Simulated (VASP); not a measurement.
BaTiO3: single point with PBE

Crystal: BaTiO3.

```
CELL_PARAMETERS angstrom
4.05944 0.00000 0.00000
0.00000 4.00879 0.00000
0.00000 0.00000 4.00879
ATOMIC_POSITIONS crystal
Ba 0.50000 0.50000 0.50000
Ti 0.00000 0.00000 0.00000
O 0.50000 0.00000 0.00000
O 0.00000 0.50000 0.00000
O 0.00000 0.00000 0.50000
```

This cell differs from its parent crystal: uniaxial strain along a: +1.0 %, then relaxed in part.

| Item | Value |
| --- | --- |
| Program | VASP 6.6.1 |
| Task | single point |
| Functional | PBE |
| Potentials or basis | VASP PAW PBE potentials, release 64 (Ba_sv, Ti_sv, O) |
| Cutoff | 520 eV |
| k mesh | 8 × 8 × 8 |
| Occupations | gaussian, width 0.02 eV |
| Spin | no spin polarisation |
| Dipole correction | no |
| Further INCAR settings | ALGO = Normal; EDIFF = 1e-06; NBANDS = 28 |

```yaml
Pressure: 1.0 GPa
Band_gap_on_the_k_mesh: 1.69 eV, indirect (least direct gap 1.86 eV)
```

Stress tensor (GPa, compression positive):
```
-0.52  0.00  0.00
 0.00  1.72  0.00
 0.00  0.00  1.72
```

Levels at points of the mesh, in eV from the valence-band top:
| k point | band 16 | band 17 | band 18 | band 19 | band 20 | band 21 | band 22 | band 23 | band 24 | band 25 |
| --- | --- | --- | --- | --- | --- | --- | --- | --- | --- | --- |
| (0.00, 0.00, 0.00) | -1.07 | -1.07 | -0.19 | -0.17 | -0.17 | 1.69 | 1.69 | 1.71 | 3.72 | 3.82 |
| (0.50, 0.00, 0.00) | -1.88 | -1.73 | -1.73 | -0.72 | -0.72 | 1.85 | 3.31 | 3.31 | 3.82 | 5.70 |
| (0.00, 0.50, 0.00) | -1.88 | -1.87 | -1.87 | -0.74 | -0.73 | 1.84 | 3.41 | 3.42 | 3.75 | 5.77 |
| (0.50, 0.50, 0.00) | -2.59 | -1.75 | -0.94 | -0.93 | -0.12 | 3.32 | 3.43 | 3.78 | 4.64 | 7.41 |
| (0.00, 0.50, 0.50) | -2.70 | -1.74 | -0.83 | -0.83 | -0.08 | 3.42 | 3.42 | 3.84 | 4.52 | 7.57 |
| (0.50, 0.50, 0.50) | -2.39 | -2.39 | -0.02 | -0.02 | 0.00 | 4.02 | 4.02 | 4.07 | 6.61 | 6.61 |

It took 75 s on 1 thread of Intel(R) Xeon(R) 6975P-C (Granite Rapids) (shared host), peak memory 0.26 GiB.

Caveat: the cell differs from its parent crystal (uniaxial strain along a: +1.0 %, then relaxed in part); spin-orbit coupling is left out, which moves the levels of the heavy elements. A k mesh can miss the band edges.
